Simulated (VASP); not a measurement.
# Sc (P6/mmm) in VASP: a series of runs, part 2 of 2

VASP 6.6.1.

### 3 Relaxation of cell and atoms, PBE, target pressure 89 GPa, at which the enthalpy is minimised

This run uses another cell than the first one, of 12.76 Å³/atom.

Contents of INCAR:

```
SYSTEM = Sc
ALGO = Normal
EDIFF = 1E-6
EDIFFG = -0.005
ENCUT = 600
GGA = PE
IBRION = 2
ISIF = 3
ISMEAR = -1
LASPH = .TRUE.
LCHARG = .FALSE.
LREAL = .FALSE.
LWAVE = .FALSE.
NELM = 100
NSW = 60
PREC = Accurate
PSTRESS = 890.0
SIGMA = 0.1
```

Contents of KPOINTS:

```
k-points
0
G
  9 9 12
  0 0 0
```

Contents of POSCAR:

```
Sc
1.0
    4.1462516518      0.0000000000      0.0000000000
   -2.0731258259      3.5907592609      0.0000000000
    0.0000000000      0.0000000000      2.5706760241
Sc
3
Direct
    0.0000000000      0.0000000000      0.0000000000
    0.3333333333      0.6666666667      0.5000000000
    0.6666666667      0.3333333333      0.5000000000
```

Potentials or basis: VASP PAW PBE potentials, release 64 (Sc_sv).

Started as:

```bash
$ cat potpaw_PBE.64/Sc_sv/POTCAR > POTCAR
$ mpirun -np 1 vasp_std > vasp.out
```

OUTCAR:

```text
SYSTEM = Sc
   EDIFF = 1E-6
   EDIFFG = -0.005
   ENCUT = 600
   GGA = PE
   IBRION = 2
   ISIF = 3
   ISMEAR = -1
   LASPH = .TRUE.
   LREAL = .FALSE.
   NELM = 100
   NSW = 60
   PREC = Accurate
   PSTRESS = 890.0

 ion  position               nearest neighbor table
   1  0.000  0.000  0.000-   2 2.72   3 2.72   2 2.72   3 2.72   2 2.72   2 2.72   3 2.72   3 2.72
                             3 2.72   3 2.72   2 2.72   2 2.72
   2  0.333  0.667  0.500-   3 2.39   3 2.39   3 2.39   1 2.72   1 2.72   1 2.72   1 2.72   1 2.72
                             1 2.72
   3  0.667  0.333  0.500-   2 2.39   2 2.39   2 2.39   1 2.72   1 2.72   1 2.72   1 2.72   1 2.72
                             1 2.72

  LATTYP: Found a hexagonal cell.
 ALAT       =     4.1462516518
 C/A-ratio  =     0.6200000000

  Lattice vectors:

 A1 = (   4.1462516518,   0.0000000000,   0.0000000000)
 A2 = (  -2.0731258259,   3.5907592609,   0.0000000000)
 A3 = (   0.0000000000,   0.0000000000,   2.5706760241)

Analysis of symmetry for initial positions (statically):
=====================================================================
 Subroutine PRICEL returns:
 Original cell was already a primitive cell.

 Routine SETGRP: Setting up the symmetry group for a
 hexagonal supercell.

 Subroutine GETGRP returns: Found 24 space group operations
 (whereof 24 operations were pure point group operations)
 out of a pool of 24 trial point group operations.

The static configuration has the point symmetry D_6h.

Analysis of symmetry for dynamics (positions and initial velocities):
=====================================================================
 Subroutine PRICEL returns:
 Original cell was already a primitive cell.

 Routine SETGRP: Setting up the symmetry group for a
 hexagonal supercell.

 Subroutine GETGRP returns: Found 24 space group operations
 (whereof 24 operations were pure point group operations)
 out of a pool of 24 trial point group operations.

The dynamic configuration has the point symmetry D_6h.

 Subroutine INISYM returns: Found 24 space group operations
 (whereof 24 operations are pure point group operations),
 and found     1 'primitive' translations

----------------------------------------------------------------------------------------

                                     Primitive cell

  volume of cell :      38.2727

  direct lattice vectors                    reciprocal lattice vectors
     4.146251652  0.000000000  0.000000000     0.241181695  0.139246316  0.000000000
    -2.073125826  3.590759261  0.000000000     0.000000000  0.278492633  0.000000000
     0.000000000  0.000000000  2.570676024     0.000000000  0.000000000  0.389002733

  length of vectors
     4.146251652  4.146251652  2.570676024     0.278492633  0.278492633  0.389002733

  position of ions in fractional coordinates (direct lattice)
     0.000000000  0.000000000  0.000000000
     0.333333333  0.666666667  0.500000000
     0.666666667  0.333333333  0.500000000

  ion indices of the primitive-cell ions
   primitive index   ion index
                 1           1
                 2           2
                 3           3

----------------------------------------------------------------------------------------

 KPOINTS: k-points
[... 58 lines left out ...]
 SYSTEM =  Sc
   PREC   = accura    normal or accurate (medium, high low for compatibility)
   ISTART =      0    job   : 0-new  1-cont  2-samecut
   ICHARG =      2    charge: 1-file 2-atom 10-const
   ISPIN  =      1    spin polarized calculation?
   LNONCOLLINEAR =      F non collinear calculations
   LSORBIT =      F    spin-orbit coupling
   LASPH  =      T    aspherical Exc in radial PAW
   ENCUT  =  600.0 eV  44.10 Ry    6.64 a.u.   8.28  8.28  5.13*2*pi/ulx,y,z
   NELM   =    100;   NELMIN=  2; NELMDL= -5     # of ELM steps
   EDIFF  = 0.1E-05   stopping-criterion for ELM
   LREAL  =      F    real-space projection
   EDIFFG = -.5E-02   stopping-criterion for IOM
   NSW    =     60    number of steps for IOM
   IBRION =      2    ionic relax: 0-MD 1-quasi-New 2-CG
   NFREE  =      1    steps in history (QN), initial steepest desc. (CG)
   ISIF   =      3    stress and relaxation
   ISYM   =      2    0-nonsym 1-usesym 2-fastsym
   POTIM  = 0.5000    time-step for ionic-motion
   TEBEG  =    0.0;   TEEND  =   0.0 temperature during run
   PSTRESS=  890.0 pullay stress
   NELECT =      33.0000    total number of electrons
   NUPDOWN=      -1.0000    fix difference up-down
   EMIN   =  10.00;   EMAX   =-10.00  energy-range for DOS
   EFERMI =   0.00;   METHOD = LEGACY
   ISMEAR =    -1;   SIGMA  =   0.10  broadening in eV -4-tet -1-fermi 0-gaus
   EFERMI_NEDOS =   21; number of points for ismear=-14 and -15
   IALGO  =     38    algorithm
   IMIX   =      4    mixing-type and parameters
     AMIX     =   0.40;   BMIX     =  1.00
     AMIX_MAG =   1.60;   BMIX_MAG =  1.00
  volume/ion in A,a.u.               =      12.76        86.09
  Fermi-wavevector in a.u.,A,eV,Ry     =   1.558176  2.944525 33.033734  2.427911
  Thomas-Fermi vector in A             =   2.661718
   LORBIT       =      0    0 simple, 1 ext, 2 COOP (PROOUT), +10 PAW based schemes
   GGA     = PE    functional components
   LHFCALC =     F    Hartree Fock is set to
   AEXX    =    0.0000 exact exchange contribution
   IVDW    =     0    specifies the selected vdW correction
   LEPSILON=     F    determine dielectric tensor
   LRPA    =     F    only Hartree local field effects (RPA)
 conjugate gradient relaxation of ions
 non-spin polarized calculation
  energy-cutoff  :      600.00
  volume of cell :       38.27
 maximum number of plane-waves:      1296
 NGX is ok and might be reduce to    36
   NGX = 17   NGY = 17   NGZ = 11

--------------------------------------- Ionic step        1  -------------------------------------------

 number of electron      32.9999995 magnetization

 Free energy of the ion-electron system (eV)
  ---------------------------------------------------
  ext. energy  EPLUGINS =         0.00000000
  ---------------------------------------------------
  free energy    TOTEN  =       -12.14391893 eV

  energy without entropy =      -12.04985059  energy(sigma->0) =      -12.09688476

------------------------ aborting loop because EDIFF is reached ----------------------------------------

  FORCE on cell =-STRESS in cart. coord.  units (eV):
  Direction    XX          YY          ZZ          XY          YZ          ZX
  --------------------------------------------------------------------------------------
  -------------------------------------------------------------------------------------
  Total       22.2977312     22.2977312     20.5016048      0.0000000      0.0000000      0.0000000
  in kB      933.4304497    933.4304497    858.2407813      0.0000000      0.0000000      0.0000000
  external PRESSURE =      18.3672269 kB  Pullay stress =     890.0000000 kB
[... 100 lines left out ...]
  energy  without entropy=      -12.4985962654  energy(sigma->0) =      -12.54498524

  enthalpy is  TOTEN    =         9.0953445333 eV   P V=       21.6867187412

[... ionic steps 4 to 7 ...]

--------------------------------------- Ionic step        8  -------------------------------------------

 number of electron      33.0000007 magnetization

------------------------ aborting loop because EDIFF is reached ----------------------------------------
[... 73 lines left out ...]
--------------------------------------- Ionic step       10  -------------------------------------------

 number of electron      33.0000007 magnetization

 Free energy of the ion-electron system (eV)
  ---------------------------------------------------
  ext. energy  EPLUGINS =         0.00000000
  ---------------------------------------------------
  free energy    TOTEN  =       -12.23775181 eV

  energy without entropy =      -12.15262397  energy(sigma->0) =      -12.19518789

 E-fermi :   8.4937     XC(G=0): -12.8924

 val. band max:        8.4909470512   @ k =   0.1111  -0.0000   0.0000
 cond. band min:       8.4975473084   @ k =   0.2222  -0.0000   0.0000
 fundamental gap:      0.0066002572
 Fermi energy:         8.4937148191

 k-point     1 :       0.0000    0.0000    0.0000
  band No.  band energies     occupation
      1     -40.0978      2.00000
      2     -39.2290      2.00000
      3     -39.2160      2.00000
      4     -19.2406      2.00000
      5     -19.2406      2.00000
      6     -18.7617      2.00000
[... 541 lines left out ...]
     19       9.8024      0.00000
     20      10.4220      0.00000

 [... further k-points ...]

------------------------ aborting loop because EDIFF is reached ----------------------------------------

  FORCE on cell =-STRESS in cart. coord.  units (eV):
  Direction    XX          YY          ZZ          XY          YZ          ZX
  --------------------------------------------------------------------------------------
  -------------------------------------------------------------------------------------
  Total       21.3075604     21.3075604     21.2973973     -0.0000000     -0.0000000      0.0000000
  in kB      889.8424708    889.8424707    889.4180409     -0.0000000     -0.0000000      0.0000000
  external PRESSURE =      -0.2990059 kB  Pullay stress =     890.0000000 kB
[... 22 lines left out ...]
  energy  without entropy=      -12.1526239744  energy(sigma->0) =      -12.19518789

  enthalpy is  TOTEN    =         9.0735806627 eV   P V=       21.3113324716

 reached required accuracy - stopping structural energy minimisation
```

Wall time 3.3 min (1 thread of Intel Xeon 6975P-C (Granite Rapids), shared host); peak memory 0.22 GiB.

Results:

```yaml
Free_energy: -12.2378 eV
Relaxed_volume: 12.79 Å³/atom
Relaxed_cell: a = 4.240 Å, b = 4.240 Å, c = 2.464 Å, α = 90.00°, β = 90.00°, γ = 120.00°
Space_group_after_relaxing_to_0.1_Å: P6/mmm (No. 191)
Energy_change_on_relaxing_the_run_minimises_the_enthalpy: -31.3 meV/atom
Ionic_steps: 10
Pressure_after_relaxing: 89.0 GPa
Band_gap_on_the_k_mesh: zero (an odd number of electrons rules out a gap without spin polarisation)
```

The path:
```tsv
step	energy change (eV)	largest force (eV/Å)	pressure (GPa)	volume (Å³)
1	0.0000	0.0000	90.84	38.27
2	-0.4682	0.0000	84.95	39.08
3	-0.4475	0.0000	85.21	39.04
4	-0.3006	0.0000	86.75	38.75
5	-0.1449	0.0000	88.29	38.46
6	-0.1375	0.0000	88.36	38.44
7	-0.0825	0.0000	89.05	38.34
8	-0.0909	0.0000	88.98	38.36
9	-0.0929	0.0000	88.96	38.36
10	-0.0938	0.0000	88.97	38.36
```

Final structure:
```
Sc
1.0
     4.23988    0.00000    0.00000
    -2.11994    3.67184    0.00000
     0.00000    0.00000    2.46430
Sc
3
Direct
  0.00000 0.00000 0.00000
  0.33333 0.66667 0.50000
  0.66667 0.33333 0.50000
```

Caveat: the cell is relaxed towards a set pressure, so the run minimises the enthalpy, not the energy.
